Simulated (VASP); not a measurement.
# MgO (Fm-3m) in VASP: notebook

MgO is run at these levels: PBE; tasks: single point.

Program: VASP 6.6.1. These are calculated values, not measurements. Logs are shortened: lines on timing, memory, paths and dates and some standing lists are left out, and cuts for length are marked.

## (1) The cell of the first run

Symmetry: Fm-3m, No. 225, cubic system. Conventional cell: a = 4.284 Å, b = 4.284 Å, c = 4.284 Å, α = 90.00°, β = 90.00°, γ = 90.00°. Mg (site symmetry m-3m) has 6 O at 2.14 Å within 2.8 Å. Within 2.8 Å of O (site symmetry m-3m) lie 6 Mg at 2.14 Å.

## (2) Single point, PBE

Input file INCAR:

```
ALGO = Normal ; EDIFF = 1E-6
ENCUT = 520 ; GGA = PE
ISIF = 2 ; ISMEAR = 0
LASPH = True ; LCHARG = False
LREAL = False ; LWAVE = False
NBANDS = 11 ; NELM = 60
PREC = Accurate ; SIGMA = 0.02
```

Input file KPOINTS:

```
k-points
0
Gamma
  10 10 10
```

Input file POSCAR:

```
MgO
1.0
    0.0000000000      2.1420908079      2.1420908079
    2.1420908079      0.0000000000      2.1420908079
    2.1420908079      2.1420908079      0.0000000000
Mg O
1 1
Direct
    0.0000000000      0.0000000000      0.0000000000
    0.5000000000      0.5000000000      0.5000000000
```

Potentials or basis: VASP PAW PBE potentials, release 64 (Mg, O).

Run with:

```sh
$ cat potpaw_PBE.64/Mg/POTCAR potpaw_PBE.64/O/POTCAR > POTCAR
$ mpirun -np 1 vasp_std > vasp.out
```

OUTCAR:

```text
EDIFF = 1E-6
   ENCUT = 520
   GGA = PE
   ISIF = 2
   ISMEAR = 0
   LASPH = True
   LREAL = False
   NELM = 60
   PREC = Accurate

 ion  position               nearest neighbor table
   1  0.000  0.000  0.000-   2 2.14   2 2.14   2 2.14   2 2.14   2 2.14   2 2.14
   2  0.500  0.500  0.500-   1 2.14   1 2.14   1 2.14   1 2.14   1 2.14   1 2.14

  LATTYP: Found a face centered cubic cell.
 ALAT       =     4.2841816158

  Lattice vectors:

 A1 = (   0.0000000000,   2.1420908079,   2.1420908079)
 A2 = (   2.1420908079,   0.0000000000,   2.1420908079)
 A3 = (   2.1420908079,   2.1420908079,   0.0000000000)

Analysis of symmetry for initial positions (statically):
=====================================================================
 Subroutine PRICEL returns:
 Original cell was already a primitive cell.

 Routine SETGRP: Setting up the symmetry group for a
 face centered cubic supercell.

 Subroutine GETGRP returns: Found 48 space group operations
 (whereof 48 operations were pure point group operations)
 out of a pool of 48 trial point group operations.

The static configuration has the point symmetry O_h .

Analysis of symmetry for dynamics (positions and initial velocities):
=====================================================================
 Subroutine PRICEL returns:
 Original cell was already a primitive cell.

 Routine SETGRP: Setting up the symmetry group for a
 face centered cubic supercell.

 Subroutine GETGRP returns: Found 48 space group operations
 (whereof 48 operations were pure point group operations)
 out of a pool of 48 trial point group operations.

The dynamic configuration has the point symmetry O_h .

 Subroutine INISYM returns: Found 48 space group operations
 (whereof 48 operations are pure point group operations),
 and found     1 'primitive' translations

----------------------------------------------------------------------------------------

                                     Primitive cell

  volume of cell :      19.6582

  direct lattice vectors                    reciprocal lattice vectors
     0.000000000  2.142090808  2.142090808    -0.233416809  0.233416809  0.233416809
     2.142090808  0.000000000  2.142090808     0.233416809 -0.233416809  0.233416809
     2.142090808  2.142090808  0.000000000     0.233416809  0.233416809 -0.233416809

  length of vectors
     3.029373872  3.029373872  3.029373872     0.404289772  0.404289772  0.404289772

  position of ions in fractional coordinates (direct lattice)
     0.000000000  0.000000000  0.000000000
     0.500000000  0.500000000  0.500000000

  ion indices of the primitive-cell ions
   primitive index   ion index
                 1           1
                 2           2

----------------------------------------------------------------------------------------

 KPOINTS: k-points

Automatic generation of k-mesh.
 Grid dimensions read from file:
 generate k-points for:   10   10   10

 Generating k-lattice:

  Cartesian coordinates                     Fractional coordinates (reciprocal lattice)
    -0.023341681  0.023341681  0.023341681     0.100000000  0.000000000  0.000000000
     0.023341681 -0.023341681  0.023341681     0.000000000  0.100000000  0.000000000
     0.023341681  0.023341681 -0.023341681     0.000000000  0.000000000  0.100000000

  Length of vectors
     0.040428977  0.040428977  0.040428977

  Shift w.r.t. Gamma in fractional coordinates (k-lattice)
     0.000000000  0.000000000  0.000000000

 Subroutine IBZKPT returns following result:
 ===========================================

 Found     47 irreducible k-points:

 Following reciprocal coordinates:
            Coordinates               Weight
  0.000000  0.000000  0.000000      1.000000
  0.100000  0.000000  0.000000      8.000000
  0.200000  0.000000  0.000000      8.000000
  0.300000  0.000000  0.000000      8.000000
  0.400000  0.000000  0.000000      8.000000
  0.500000  0.000000  0.000000      4.000000
[... 16 lines left out ...]
  0.300000  0.300000  0.000000      6.000000
  0.400000  0.300000  0.000000     24.000000
 [... further k-points ...]
   k-points           NKPTS =     47   k-points in BZ     NKDIM =     47   number of bands    NBANDS=     11
   number of dos      NEDOS =    301   number of ions     NIONS =      2
   total plane-waves  NPLWV =  13824
   dimension x,y,z NGX =    24 NGY =   24 NGZ =   24
   dimension x,y,z NGXF=    48 NGYF=   48 NGZF=   48
   ions per type =               1   1
   NGX,Y,Z   is equivalent  to a cutoff of  13.17, 13.17, 13.17 a.u.
   NGXF,Y,Z  is equivalent  to a cutoff of  26.34, 26.34, 26.34 a.u.
 SYSTEM =  unknown system
   PREC   = accura    normal or accurate (medium, high low for compatibility)
   ISTART =      0    job   : 0-new  1-cont  2-samecut
   ICHARG =      2    charge: 1-file 2-atom 10-const
   ISPIN  =      1    spin polarized calculation?
   LNONCOLLINEAR =      F non collinear calculations
   LSORBIT =      F    spin-orbit coupling
   LASPH  =      T    aspherical Exc in radial PAW
   ENCUT  =  520.0 eV  38.22 Ry    6.18 a.u.   5.63  5.63  5.63*2*pi/ulx,y,z
   NELM   =     60;   NELMIN=  2; NELMDL= -5     # of ELM steps
   EDIFF  = 0.1E-05   stopping-criterion for ELM
   LREAL  =      F    real-space projection
   EDIFFG = 0.1E-04   stopping-criterion for IOM
   NSW    =      0    number of steps for IOM
   IBRION =     -1    ionic relax: 0-MD 1-quasi-New 2-CG
   NFREE  =      0    steps in history (QN), initial steepest desc. (CG)
   ISIF   =      2    stress and relaxation
   ISYM   =      2    0-nonsym 1-usesym 2-fastsym
   POTIM  = 0.5000    time-step for ionic-motion
   TEBEG  =    0.0;   TEEND  =   0.0 temperature during run
   PSTRESS=    0.0 pullay stress
   NELECT =       8.0000    total number of electrons
   NUPDOWN=      -1.0000    fix difference up-down
   EMIN   =  10.00;   EMAX   =-10.00  energy-range for DOS
   EFERMI =   0.00;   METHOD = LEGACY
   ISMEAR =     0;   SIGMA  =   0.02  broadening in eV -4-tet -1-fermi 0-gaus
   EFERMI_NEDOS =   21; number of points for ismear=-14 and -15
   IALGO  =     38    algorithm
   IMIX   =      4    mixing-type and parameters
     AMIX     =   0.40;   BMIX     =  1.00
     AMIX_MAG =   1.60;   BMIX_MAG =  1.00
  volume/ion in A,a.u.               =       9.83        66.33
  Fermi-wavevector in a.u.,A,eV,Ry     =   1.213175  2.292569 20.024983  1.471795
  Thomas-Fermi vector in A             =   2.348636
   LORBIT       =      0    0 simple, 1 ext, 2 COOP (PROOUT), +10 PAW based schemes
   GGA     = PE    functional components
   LHFCALC =     F    Hartree Fock is set to
   AEXX    =    0.0000 exact exchange contribution
   IVDW    =     0    specifies the selected vdW correction
   LEPSILON=     F    determine dielectric tensor
   LRPA    =     F    only Hartree local field effects (RPA)
 non-spin polarized calculation
 Gauss-broadening in eV      SIGMA  =   0.02
  energy-cutoff  :      520.00
  volume of cell :       19.66
 maximum number of plane-waves:       544
   NGX = 11   NGY = 11   NGZ = 11

 number of electron       8.0000001 magnetization

 Free energy of the ion-electron system (eV)
  ---------------------------------------------------
  ext. energy  EPLUGINS =         0.00000000
  ---------------------------------------------------
  free energy    TOTEN  =       -11.90626879 eV

  energy without entropy =      -11.90626879  energy(sigma->0) =      -11.90626879

 E-fermi :   2.9408     XC(G=0): -10.8399

 val. band max:        2.8152032506   @ k =   0.0000   0.0000   0.0000
 cond. band min:       7.0616641501   @ k =   0.0000   0.0000   0.0000
 fundamental gap:      4.2464608995
 Fermi energy:         2.9407606988

 k-point     1 :       0.0000    0.0000    0.0000
  band No.  band energies     occupation
      1     -14.1952      2.00000
      2       2.8152      2.00000
      3       2.8152      2.00000
      4       2.8152      2.00000
      5       7.0617      0.00000
      6      18.3253      0.00000
      7      18.3253      0.00000
      8      18.3253      0.00000
      9      22.1102      0.00000
     10      23.8261      0.00000
     11      23.8261      0.00000

 k-point     2 :       0.1000    0.0000    0.0000
  band No.  band energies     occupation
      1     -14.0987      2.00000
      2       2.1723      2.00000
      3       2.7535      2.00000
      4       2.7535      2.00000
      5       7.6963      0.00000
      6      17.0895      0.00000
      7      18.5459      0.00000
      8      18.5459      0.00000
      9      23.0211      0.00000
     10      23.0211      0.00000
     11      23.6666      0.00000

 k-point     3 :       0.2000    0.0000    0.0000
  band No.  band energies     occupation
      1     -13.8339      2.00000
      2       0.9014      2.00000
      3       2.5969      2.00000
      4       2.5969      2.00000
      5       8.8963      0.00000
      6      15.5632      0.00000
      7      18.9639      0.00000
      8      18.9639      0.00000
      9      22.3200      0.00000
     10      22.3200      0.00000
     11      24.2673      0.00000

 k-point     4 :       0.3000    0.0000    0.0000
  band No.  band energies     occupation
      1     -13.4789      2.00000
      2      -0.3481      2.00000
      3       2.4125      2.00000
      4       2.4125      2.00000
      5       9.8773      0.00000
      6      14.7834      0.00000
      7      18.9879      0.00000
      8      18.9879      0.00000
      9      22.7788      0.00000
     10      22.7788      0.00000
     11      23.6469      0.00000
[... 239 lines left out ...]
 k-point    22 :      -0.2000    0.2000    0.0000
  band No.  band energies     occupation
      1     -13.3729      2.00000
      2      -0.1614      2.00000
      3       1.5586      2.00000
      4       2.4126      2.00000
      5      10.7758      0.00000
      6      14.4417      0.00000
      7      17.3533      0.00000
      8      19.9984      0.00000
      9      20.9118      0.00000
     10      23.5819      0.00000
     11      26.7602      0.00000

 k-point    23 :       0.3000    0.3000    0.0000
  band No.  band energies     occupation
      1     -13.2933      2.00000
      2      -0.2037      2.00000
      3       1.9295      2.00000
      4       1.9295      2.00000
      5      11.1419      0.00000
      6      13.1391      0.00000
      7      16.6901      0.00000
      8      20.1373      0.00000
      9      20.1373      0.00000
     10      26.3892      0.00000
     11      29.1660      0.00000

 k-point    24 :       0.4000    0.3000    0.0000
  band No.  band energies     occupation
      1     -13.0702      2.00000
      2      -0.5970      2.00000
      3       1.5844      2.00000
      4       1.7906      2.00000
      5      11.8864      0.00000
      6      12.8359      0.00000
      7      15.8820      0.00000
      8      20.3309      0.00000
      9      20.5293      0.00000
     10      27.0792      0.00000
     11      28.7859      0.00000

 [... further k-points ...]
[... 5 lines left out ...]
  --------------------------------------------------------------------------------------
  -------------------------------------------------------------------------------------
  Total       -0.4659366     -0.4659366     -0.4659366      0.0000000      0.0000000      0.0000000
  in kB      -37.9746514    -37.9746514    -37.9746514      0.0000000      0.0000000      0.0000000
  external PRESSURE =     -37.9746514 kB  Pullay stress =       0.0000000 kB

 VOLUME and BASIS-vectors are now :
 -----------------------------------------------------------------------------
  energy-cutoff  :      520.00
  volume of cell :       19.66
      direct lattice vectors                 reciprocal lattice vectors
     0.000000000  2.142090808  2.142090808    -0.233416809  0.233416809  0.233416809
     2.142090808  0.000000000  2.142090808     0.233416809 -0.233416809  0.233416809
     2.142090808  2.142090808  0.000000000     0.233416809  0.233416809 -0.233416809

 POSITION                                       TOTAL-FORCE (eV/Angst)
 -----------------------------------------------------------------------------------
      0.00000      0.00000      0.00000        -0.000000     -0.000000      0.000000
      2.14209      2.14209      2.14209         0.000000      0.000000      0.000000
 -----------------------------------------------------------------------------------
    total drift:                               -0.000000     -0.000000      0.000000

  FREE ENERGIE OF THE ION-ELECTRON SYSTEM (eV)
  ---------------------------------------------------
  free  energy   TOTEN  =       -11.9062687906 eV

  energy  without entropy=      -11.9062687906  energy(sigma->0) =      -11.90626879
```

Run time: 14 s. Hardware: 1 thread of AMD EPYC 7R43 (Zen 3), shared host; peak memory 0.1 GiB.

Results:

```
Free energy            : -11.9063 eV
Pressure               : -3.8 GPa
Band gap on the k mesh : 4.25 eV, direct
```

Expect the measured gap to be larger: semilocal functionals such as PBE lack the derivative discontinuity.

## (3) Single point, PBE

Input file INCAR:

```
SYSTEM = MgO
ALGO     = Normal         ! electronic algorithm
EDIFF    = 1E-6           ! SCF threshold, eV
ENCUT    = 520            ! plane-wave cutoff, eV
GGA      = PE             ! functional
ISIF     = 2              ! what is computed and relaxed
ISMEAR   = 0              ! smearing method
LASPH    = .TRUE.         ! aspherical terms in the spheres
LCHARG   = .TRUE.         ! write CHGCAR
LELF     = .TRUE.         ! ELF
LREAL    = .FALSE.        ! projectors in reciprocal space
LVHAR    = .TRUE.       
LWAVE    = .FALSE.        ! write WAVECAR
NBANDS   = 11             ! bands
NELM     = 60             ! most SCF steps
PREC     = Accurate       ! precision mode
SIGMA    = 0.02           ! smearing width, eV
```

Input file KPOINTS:

```
k-points
0
G
  10 10 10
  0 0 0
```

POSCAR is that of step 2.

Potentials or basis: VASP PAW PBE potentials, release 64 (Mg, O).

Run with:

```sh
$ cat potpaw_PBE.64/Mg/POTCAR potpaw_PBE.64/O/POTCAR > POTCAR
$ mpirun -np 1 vasp_std > vasp.out
```

OUTCAR:

```text
SYSTEM = MgO
   EDIFF = 1E-6
   ENCUT = 520
   GGA = PE
   ISIF = 2
   ISMEAR = 0
   LASPH = .TRUE.
   LREAL = .FALSE.
   NELM = 60
   PREC = Accurate

 ion  position               nearest neighbor table
   1  0.000  0.000  0.000-   2 2.14   2 2.14   2 2.14   2 2.14   2 2.14   2 2.14
   2  0.500  0.500  0.500-   1 2.14   1 2.14   1 2.14   1 2.14   1 2.14   1 2.14

  LATTYP: Found a face centered cubic cell.
 ALAT       =     4.2841816158

  Lattice vectors:

 A1 = (   0.0000000000,   2.1420908079,   2.1420908079)
 A2 = (   2.1420908079,   0.0000000000,   2.1420908079)
 A3 = (   2.1420908079,   2.1420908079,   0.0000000000)

Analysis of symmetry for initial positions (statically):
=====================================================================
 Subroutine PRICEL returns:
 Original cell was already a primitive cell.

 Routine SETGRP: Setting up the symmetry group for a
 face centered cubic supercell.

 Subroutine GETGRP returns: Found 48 space group operations
 (whereof 48 operations were pure point group operations)
 out of a pool of 48 trial point group operations.

The static configuration has the point symmetry O_h .

Analysis of symmetry for dynamics (positions and initial velocities):
=====================================================================
 Subroutine PRICEL returns:
 Original cell was already a primitive cell.

 Routine SETGRP: Setting up the symmetry group for a
 face centered cubic supercell.

 Subroutine GETGRP returns: Found 48 space group operations
 (whereof 48 operations were pure point group operations)
 out of a pool of 48 trial point group operations.

The dynamic configuration has the point symmetry O_h .

 Subroutine INISYM returns: Found 48 space group operations
 (whereof 48 operations are pure point group operations),
 and found     1 'primitive' translations

----------------------------------------------------------------------------------------

[... 114 lines left out ...]
  Fermi-wavevector in a.u.,A,eV,Ry     =   1.213175  2.292569 20.024983  1.471795
  Thomas-Fermi vector in A             =   2.348636
   LORBIT       =      0    0 simple, 1 ext, 2 COOP (PROOUT), +10 PAW based schemes
   GGA     = PE    functional components
   LHFCALC =     F    Hartree Fock is set to
   AEXX    =    0.0000 exact exchange contribution
   IVDW    =     0    specifies the selected vdW correction
   LEPSILON=     F    determine dielectric tensor
   LRPA    =     F    only Hartree local field effects (RPA)
 non-spin polarized calculation
 Gauss-broadening in eV      SIGMA  =   0.02
  energy-cutoff  :      520.00
  volume of cell :       19.66
 maximum number of plane-waves:       544
   NGX = 11   NGY = 11   NGZ = 11

 number of electron       8.0000001 magnetization

 Free energy of the ion-electron system (eV)
  ---------------------------------------------------
  ext. energy  EPLUGINS =         0.00000000
  ---------------------------------------------------
  free energy    TOTEN  =       -11.90626879 eV

  energy without entropy =      -11.90626879  energy(sigma->0) =      -11.90626879

 E-fermi :   2.9408     XC(G=0): -10.8399

 val. band max:        2.8152032506   @ k =   0.0000   0.0000   0.0000
 cond. band min:       7.0616641501   @ k =   0.0000   0.0000   0.0000
 fundamental gap:      4.2464608995
 Fermi energy:         2.9407606988

 k-point     1 :       0.0000    0.0000    0.0000
  band No.  band energies     occupation
      1     -14.1952      2.00000
      2       2.8152      2.00000
      3       2.8152      2.00000
      4       2.8152      2.00000
      5       7.0617      0.00000
      6      18.3253      0.00000
      7      18.3253      0.00000
      8      18.3253      0.00000
      9      22.1102      0.00000
     10      23.8261      0.00000
     11      23.8261      0.00000
[... 309 lines left out ...]
 k-point    24 :       0.4000    0.3000    0.0000
  band No.  band energies     occupation
      1     -13.0702      2.00000
      2      -0.5970      2.00000
      3       1.5844      2.00000
      4       1.7906      2.00000
      5      11.8864      0.00000
      6      12.8359      0.00000
      7      15.8820      0.00000
      8      20.3309      0.00000
      9      20.5293      0.00000
     10      27.0792      0.00000
     11      28.7859      0.00000

 [... further k-points ...]
[... 5 lines left out ...]
  --------------------------------------------------------------------------------------
  -------------------------------------------------------------------------------------
  Total       -0.4659366     -0.4659366     -0.4659366      0.0000000      0.0000000      0.0000000
  in kB      -37.9746514    -37.9746514    -37.9746514      0.0000000      0.0000000      0.0000000
  external PRESSURE =     -37.9746514 kB  Pullay stress =       0.0000000 kB

 VOLUME and BASIS-vectors are now :
 -----------------------------------------------------------------------------
  energy-cutoff  :      520.00
  volume of cell :       19.66
      direct lattice vectors                 reciprocal lattice vectors
     0.000000000  2.142090808  2.142090808    -0.233416809  0.233416809  0.233416809
     2.142090808  0.000000000  2.142090808     0.233416809 -0.233416809  0.233416809
     2.142090808  2.142090808  0.000000000     0.233416809  0.233416809 -0.233416809

 POSITION                                       TOTAL-FORCE (eV/Angst)
 -----------------------------------------------------------------------------------
      0.00000      0.00000      0.00000        -0.000000     -0.000000      0.000000
      2.14209      2.14209      2.14209         0.000000      0.000000      0.000000
 -----------------------------------------------------------------------------------
    total drift:                               -0.000000     -0.000000      0.000000

  FREE ENERGIE OF THE ION-ELECTRON SYSTEM (eV)
  ---------------------------------------------------
  free  energy   TOTEN  =       -11.9062687906 eV

  energy  without entropy=      -11.9062687906  energy(sigma->0) =      -11.90626879
```

Wall time 17 s (1 thread of AMD EPYC 7R43 (Zen 3), shared host); peak memory 0.11 GiB.

What came out:

- Free energy: -11.9063 eV
- Pressure: -3.8 GPa
- Band gap on the k mesh: 4.25 eV, direct
